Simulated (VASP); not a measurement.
# ScHO2 (R-3m) in VASP: further runs

The runs below take ScHO2 through single point, with LDA.

Program: VASP 6.6.1. These are calculated values, not measurements. Logs are shortened: lines on timing, memory, paths and dates and some standing lists are left out, and cuts for length are marked.

## Step 1: The cell of the first run

The structure is trigonal, space group R-3m (No. 166). Conventional cell: a = 3.181 Å, b = 3.181 Å, c = 14.042 Å, α = 90.00°, β = 90.00°, γ = 120.00°. Sc (site symmetry -3m) has 6 O at 2.13 Å within 2.8 Å. Within 1.7 Å of H (site symmetry -3m) lie 2 O at 1.26 Å. Within 1.7 Å of O (site symmetry 3m) lie 1 H at 1.26 Å.

## Step 2: Single point, LDA

INCAR

```
PREC = Accurate
ENCUT = 520
EDIFF = 1E-6
ISMEAR = 0
SIGMA = 0.05
LREAL = False
LASPH = True
NELM = 80
ALGO = Normal
ISIF = 2
LWAVE = False
LCHARG = True
GGA = CA
LELF = True
LVHAR = True
NBANDS = 20
```

KPOINTS

```
Automatic mesh
0
Gamma
  9 9 9
```

POSCAR

```
ScHO2
1.0
    1.5905104664      0.9182816459      4.6807235495
   -1.5905104664      0.9182816459      4.6807235495
    0.0000000000     -1.8365632918      4.6807235495
Sc H O
1 1 2
Direct
    0.0000000000      0.0000000000      0.0000000000
    0.5000000000      0.5000000000      0.5000000000
    0.5897010000      0.5897010000      0.5897010000
    0.4102990000      0.4102990000      0.4102990000
```

Potentials or basis: VASP PAW LDA potentials, release 64 (Sc_sv, H, O).

The run is started by

```bash
cat potpaw_LDA.64/Sc_sv/POTCAR potpaw_LDA.64/H/POTCAR potpaw_LDA.64/O/POTCAR > POTCAR
mpirun -np 1 vasp_std > vasp.out
```

OUTCAR:

```text
PREC = Accurate
   ENCUT = 520
   EDIFF = 1E-6
   ISMEAR = 0
   LREAL = False
   LASPH = True
   NELM = 80
   ISIF = 2
   GGA = CA

 ion  position               nearest neighbor table
   1  0.000  0.000  0.000-   3 2.13   4 2.13   3 2.13   3 2.13   4 2.13   4 2.13
   2  0.500  0.500  0.500-   3 1.26   4 1.26
   3  0.590  0.590  0.590-   2 1.26   1 2.13   1 2.13   1 2.13
   4  0.410  0.410  0.410-   2 1.26   1 2.13   1 2.13   1 2.13

  LATTYP: Found a trigonal (rhomboedric) cell.
 ALAT       =     5.0281346115
 COS(alpha) =     0.7998805658

  Lattice vectors:

 A1 = (   1.5905104664,   0.9182816459,   4.6807235495)
 A2 = (  -1.5905104664,   0.9182816459,   4.6807235495)
 A3 = (   0.0000000000,  -1.8365632918,   4.6807235495)

Analysis of symmetry for initial positions (statically):
=====================================================================
 Subroutine PRICEL returns:
 Original cell was already a primitive cell.

 Routine SETGRP: Setting up the symmetry group for a
 trigonal (rhombohedral) supercell.

 Subroutine GETGRP returns: Found 12 space group operations
 (whereof 12 operations were pure point group operations)
 out of a pool of 12 trial point group operations.

The static configuration has the point symmetry D_3d.

Analysis of symmetry for dynamics (positions and initial velocities):
=====================================================================
 Subroutine PRICEL returns:
 Original cell was already a primitive cell.

 Routine SETGRP: Setting up the symmetry group for a
 trigonal (rhombohedral) supercell.

 Subroutine GETGRP returns: Found 12 space group operations
 (whereof 12 operations were pure point group operations)
 out of a pool of 12 trial point group operations.

The dynamic configuration has the point symmetry D_3d.

 Subroutine INISYM returns: Found 12 space group operations
 (whereof 12 operations are pure point group operations),
 and found     1 'primitive' translations

----------------------------------------------------------------------------------------

                                     Primitive cell

  volume of cell :      41.0182

  direct lattice vectors                    reciprocal lattice vectors
     1.590510466  0.918281646  4.680723549     0.314364483  0.181498419  0.071214061
    -1.590510466  0.918281646  4.680723549    -0.314364483  0.181498419  0.071214061
     0.000000000 -1.836563292  4.680723549     0.000000000 -0.362996837  0.071214061

  length of vectors
     5.028134612  5.028134612  5.028134612     0.369916405  0.369916405  0.369916405

  position of ions in fractional coordinates (direct lattice)
     0.000000000  0.000000000  0.000000000
     0.500000000  0.500000000  0.500000000
     0.589701000  0.589701000  0.589701000
     0.410299000  0.410299000  0.410299000

  ion indices of the primitive-cell ions
   primitive index   ion index
                 1           1
                 2           2
                 3           3
                 4           4

----------------------------------------------------------------------------------------

 KPOINTS: Automatic mesh

Automatic generation of k-mesh.
 Grid dimensions read from file:
 generate k-points for:    9    9    9

 Generating k-lattice:

  Cartesian coordinates                     Fractional coordinates (reciprocal lattice)
     0.034929387  0.020166491  0.007912673     0.111111111  0.000000000 -0.000000000
    -0.034929387  0.020166491  0.007912673     0.000000000  0.111111111 -0.000000000
     0.000000000 -0.040332982  0.007912673    -0.000000000 -0.000000000  0.111111111

  Length of vectors
     0.041101823  0.041101823  0.041101823

  Shift w.r.t. Gamma in fractional coordinates (k-lattice)
     0.000000000  0.000000000  0.000000000

 Subroutine IBZKPT returns following result:
 ===========================================

 Found     85 irreducible k-points:

 Following reciprocal coordinates:
            Coordinates               Weight
  0.000000  0.000000  0.000000      1.000000
  0.111111 -0.000000  0.000000      6.000000
  0.222222  0.000000  0.000000      6.000000
  0.333333  0.000000  0.000000      6.000000
  0.444444  0.000000  0.000000      6.000000
  0.111111  0.111111  0.000000      6.000000
[... 16 lines left out ...]
 -0.333333  0.333333  0.000000      6.000000
  0.444444  0.444444  0.000000      6.000000
 [... further k-points ...]
   k-points           NKPTS =     85   k-points in BZ     NKDIM =     85   number of bands    NBANDS=     20
   number of dos      NEDOS =    301   number of ions     NIONS =      4
   total plane-waves  NPLWV =  64000
   dimension x,y,z NGX =    40 NGY =   40 NGZ =   40
   dimension x,y,z NGXF=    80 NGYF=   80 NGZF=   80
   ions per type =               1   1   2
   NGX,Y,Z   is equivalent  to a cutoff of  13.23, 13.23, 13.23 a.u.
   NGXF,Y,Z  is equivalent  to a cutoff of  26.45, 26.45, 26.45 a.u.
 SYSTEM =  unknown system
   PREC   = accura    normal or accurate (medium, high low for compatibility)
   ISTART =      0    job   : 0-new  1-cont  2-samecut
   ICHARG =      2    charge: 1-file 2-atom 10-const
   ISPIN  =      1    spin polarized calculation?
   LNONCOLLINEAR =      F non collinear calculations
   LSORBIT =      F    spin-orbit coupling
   LASPH  =      T    aspherical Exc in radial PAW
   ENCUT  =  520.0 eV  38.22 Ry    6.18 a.u.   9.35  9.35  9.35*2*pi/ulx,y,z
   NELM   =     80;   NELMIN=  2; NELMDL= -5     # of ELM steps
   EDIFF  = 0.1E-05   stopping-criterion for ELM
   LREAL  =      F    real-space projection
   EDIFFG = 0.1E-04   stopping-criterion for IOM
   NSW    =      0    number of steps for IOM
   IBRION =     -1    ionic relax: 0-MD 1-quasi-New 2-CG
   NFREE  =      0    steps in history (QN), initial steepest desc. (CG)
   ISIF   =      2    stress and relaxation
   ISYM   =      2    0-nonsym 1-usesym 2-fastsym
   POTIM  = 0.5000    time-step for ionic-motion
   TEBEG  =    0.0;   TEEND  =   0.0 temperature during run
   PSTRESS=    0.0 pullay stress
   NELECT =      24.0000    total number of electrons
   NUPDOWN=      -1.0000    fix difference up-down
   EMIN   =  10.00;   EMAX   =-10.00  energy-range for DOS
   EFERMI =   0.00;   METHOD = LEGACY
   ISMEAR =     0;   SIGMA  =   0.05  broadening in eV -4-tet -1-fermi 0-gaus
   EFERMI_NEDOS =   21; number of points for ismear=-14 and -15
   IALGO  =     38    algorithm
   IMIX   =      4    mixing-type and parameters
     AMIX     =   0.40;   BMIX     =  1.00
     AMIX_MAG =   1.60;   BMIX_MAG =  1.00
  volume/ion in A,a.u.               =      10.25        69.20
  Fermi-wavevector in a.u.,A,eV,Ry     =   1.369261  2.587529 25.509246  1.874877
  Thomas-Fermi vector in A             =   2.495152
   LORBIT       =      0    0 simple, 1 ext, 2 COOP (PROOUT), +10 PAW based schemes
   GGA     = CA    functional components
   LHFCALC =     F    Hartree Fock is set to
   AEXX    =    0.0000 exact exchange contribution
   IVDW    =     0    specifies the selected vdW correction
   LEPSILON=     F    determine dielectric tensor
   LRPA    =     F    only Hartree local field effects (RPA)
 non-spin polarized calculation
 Gauss-broadening in eV      SIGMA  =   0.05
  energy-cutoff  :      520.00
  volume of cell :       41.02
 maximum number of plane-waves:      1117
 NGX is ok and might be reduce to    40

 number of electron      23.9999997 magnetization

 Free energy of the ion-electron system (eV)
  ---------------------------------------------------
  ext. energy  EPLUGINS =         0.00000000
  ---------------------------------------------------
  free energy    TOTEN  =       -32.26596894 eV

  energy without entropy =      -32.26596894  energy(sigma->0) =      -32.26596894

 E-fermi :   1.1501     XC(G=0): -10.7340

 val. band max:        0.9010709325   @ k =   0.4444   0.4444   0.4444
 cond. band min:       4.8012772129   @ k =   0.4444   0.4444   0.0000
 fundamental gap:      3.9002062804
 Fermi energy:         1.1501420875

 k-point     1 :       0.0000    0.0000    0.0000
  band No.  band energies     occupation
      1     -45.6686      2.00000
      2     -24.7823      2.00000
      3     -24.4290      2.00000
      4     -24.4290      2.00000
      5     -16.1310      2.00000
      6     -14.0708      2.00000
[... 12 lines left out ...]
     19      11.5724      0.00000
     20      14.8379      0.00000

 k-point     2 :       0.1111   -0.0000    0.0000
  band No.  band energies     occupation
      1     -45.6600      2.00000
      2     -24.7621      2.00000
      3     -24.5118      2.00000
      4     -24.4428      2.00000
      5     -16.0113      2.00000
      6     -14.1377      2.00000
[... 12 lines left out ...]
     19      12.1960      0.00000
     20      14.8771      0.00000

 k-point     3 :       0.2222    0.0000    0.0000
  band No.  band energies     occupation
      1     -45.6384      2.00000
      2     -24.7339      2.00000
      3     -24.6898      2.00000
      4     -24.4776      2.00000
      5     -15.7099      2.00000
      6     -14.3085      2.00000
[... 12 lines left out ...]
     19      13.4073      0.00000
     20      14.9833      0.00000

 k-point     4 :       0.3333    0.0000    0.0000
  band No.  band energies     occupation
      1     -45.6136      2.00000
      2     -24.9367      2.00000
      3     -24.6436      2.00000
      4     -24.5167      2.00000
      5     -15.3622      2.00000
      6     -14.5105      2.00000
[... 12 lines left out ...]
     19      13.3047      0.00000
     20      14.7415      0.00000

 k-point     5 :       0.4444    0.0000    0.0000
  band No.  band energies     occupation
      1     -45.5974      2.00000
      2     -25.0725      2.00000
      3     -24.6032      2.00000
      4     -24.5421      2.00000
      5     -15.1155      2.00000
      6     -14.6618      2.00000
[... 12 lines left out ...]
     19      12.2116      0.00000
     20      14.8043      0.00000
[... 353 lines left out ...]
      6     -14.1863      2.00000
[... 12 lines left out ...]
     19      12.5236      0.00000
     20      14.0315      0.00000

 k-point    22 :      -0.4444    0.3333    0.0000
  band No.  band energies     occupation
      1     -45.5903      2.00000
      2     -24.9741      2.00000
      3     -24.7184      2.00000
      4     -24.5886      2.00000
      5     -15.4356      2.00000
      6     -14.2207      2.00000
[... 12 lines left out ...]
     19      12.7682      0.00000
     20      13.9949      0.00000

 k-point    23 :      -0.3333    0.3333    0.0000
  band No.  band energies     occupation
      1     -45.5860      2.00000
      2     -24.8712      2.00000
      3     -24.8673      2.00000
      4     -24.5800      2.00000
      5     -15.3121      2.00000
      6     -14.3236      2.00000
[... 12 lines left out ...]
     19      12.7605      0.00000
     20      13.3158      0.00000

 k-point    24 :       0.4444    0.4444    0.0000
  band No.  band energies     occupation
      1     -45.5974      2.00000
      2     -25.0658      2.00000
      3     -24.6044      2.00000
      4     -24.5424      2.00000
      5     -15.6281      2.00000
      6     -14.0640      2.00000
[... 12 lines left out ...]
     19      12.3909      0.00000
     20      13.3882      0.00000

 [... further k-points ...]
[... 5 lines left out ...]
  --------------------------------------------------------------------------------------
  -------------------------------------------------------------------------------------
  Total       -1.2471752     -1.2471752     -4.8108502      0.0000000     -0.0000000      0.0000000
  in kB      -48.7148516    -48.7148516   -187.9125302      0.0000000     -0.0000000      0.0000000
  external PRESSURE =     -95.1140778 kB  Pullay stress =       0.0000000 kB

 VOLUME and BASIS-vectors are now :
 -----------------------------------------------------------------------------
  energy-cutoff  :      520.00
  volume of cell :       41.02
      direct lattice vectors                 reciprocal lattice vectors
     1.590510466  0.918281646  4.680723549     0.314364483  0.181498419  0.071214061
    -1.590510466  0.918281646  4.680723549    -0.314364483  0.181498419  0.071214061
     0.000000000 -1.836563292  4.680723549     0.000000000 -0.362996837  0.071214061

 POSITION                                       TOTAL-FORCE (eV/Angst)
 -----------------------------------------------------------------------------------
      0.00000      0.00000      0.00000         0.000000      0.000000      0.000000
      0.00000      0.00000      7.02109        -0.000000      0.000000     -0.000000
      0.00000      0.00000      8.28068         0.000000      0.000000     -0.136762
      0.00000      0.00000      5.76149         0.000000     -0.000000      0.136762
 -----------------------------------------------------------------------------------
    total drift:                               -0.000000      0.000000     -0.000000

  FREE ENERGIE OF THE ION-ELECTRON SYSTEM (eV)
  ---------------------------------------------------
  free  energy   TOTEN  =       -32.2659689368 eV

  energy  without entropy=      -32.2659689368  energy(sigma->0) =      -32.26596894
```

Run time: 5.2 min. Hardware: 1 thread of Intel Xeon 8259CL, shared host; peak memory 0.24 GiB.

Results:

```yaml
Free_energy: -32.2660 eV
Pressure: -9.5 GPa
Largest_force: 0.137 eV/Å
Band_gap_on_the_k_mesh: 3.90 eV (least direct gap 4.41 eV)
```

Forces on the atoms (eV/Å):
```
Sc   0.000  0.000  0.000
H    0.000  0.000  0.000
O    0.000  0.000 -0.137
O    0.000  0.000  0.137
```

Stress tensor (GPa, compression positive):
```
 -4.87   0.00   0.00
  0.00  -4.87   0.00
  0.00   0.00 -18.79
```

Caveat: the stress differs along the axes, from -19 to -5 GPa.

## Step 3: Single point, LDA

This run uses another cell than the first one, of the same volume but with other edges.

INCAR

```
PREC = Accurate
ENCUT = 520
EDIFF = 1E-6
ISMEAR = 0
SIGMA = 0.05
LREAL = F
LASPH = T
NELM = 60
ALGO = Normal
ISIF = 2
LWAVE = F
LCHARG = F
NBANDS = 20
```

KPOINTS is that of step 2.

POSCAR

```
ScHO2
1.0
    1.7414177574      1.0054080110      3.9046320711
   -1.7414177574      1.0054080110      3.9046320711
    0.0000000000     -2.0108160221      3.9046320711
Sc H O
1 1 2
Direct
    0.0000000000      0.0000000000      0.0000000000
    0.5000000000      0.5000000000      0.5000000000
    0.5897010000      0.5897010000      0.5897010000
    0.4102990000      0.4102990000      0.4102990000
```

Potentials or basis: VASP PAW LDA potentials, release 64 (Sc_sv, H, O).

The run is started by

```bash
cat potpaw_LDA.64/Sc_sv/POTCAR potpaw_LDA.64/H/POTCAR potpaw_LDA.64/O/POTCAR > POTCAR
mpirun -np 1 vasp_std > vasp.out
```

Run time: 3.3 min. Hardware: 1 thread of Intel Xeon 8259CL, shared host; peak memory 0.21 GiB.

Results (log left out):

| Item | Value |
| --- | --- |
| Free energy | -30.8192 eV |
| Pressure | 1.5 GPa |
| Largest force | 6.098 eV/Å |
| Band gap on the k mesh | 2.20 eV (least direct gap 2.23 eV) |

Forces in eV/Å, atoms in the order of the input:
```
Sc   0.000  0.000  0.000
H    0.000  0.000  0.000
O    0.000  0.000  6.098
O    0.000  0.000 -6.098
```

Stress tensor (GPa, compression positive):
```
-25.85   0.00   0.00
  0.00 -25.85   0.00
  0.00   0.00  56.18
```

Levels at points of the mesh, in eV from the valence-band top:
| k point | band 10 | band 11 | band 12 | band 13 | band 14 | band 15 |
| --- | --- | --- | --- | --- | --- | --- |
| (0.00, 0.00, 0.00) | -1.81 | -1.81 | -0.03 | 2.20 | 3.30 | 3.30 |

Caveat: the stress differs along the axes, from -26 to 56 GPa; forces of over 1 eV/Å act on the atoms, so gaps and moduli don't describe the material at rest. A k mesh can miss the band edges.

[end of part 1 of 2]
